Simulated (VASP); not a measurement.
SrTlBr3:

```
Tl Sr Br
1.0
     5.90340    0.00000    0.00000
     0.00000    5.90340    0.00000
     0.00000    0.00000    5.90340
Tl Sr Br
1 1 3
Direct
  0.00000 0.00000 0.00000
  0.50000 0.50000 0.50000
  0.50000 0.50000 0.00000
  0.50000 0.00000 0.50000
  0.00000 0.50000 0.50000
```

Base run:

* Program: VASP 6.6.1
* Functional: PBE
* Potentials or basis: VASP PAW PBE potentials, release 64 (Tl_d, Sr_sv, Br)
* Cutoff: 520 eV
* k mesh: 4 × 4 × 4
* Occupations: gaussian, width 0.01 eV
* Spin: no spin polarisation

Its results: band gap on the k mesh 3.16 eV (least direct gap 3.48 eV); pressure 0.6 GPa.

The run is repeated on the same cell with these changes: functional from PBE to r2SCAN. What comes out?

Band gap on the k mesh 3.61 eV (least direct gap 3.94 eV); pressure 0.1 GPa.

Caveats: spin-orbit coupling is left out, which moves the levels of the heavy elements; the PAW data sets were made with another functional, which shifts forces and pressure a little (at least some runs).

A k mesh can miss the band edges.
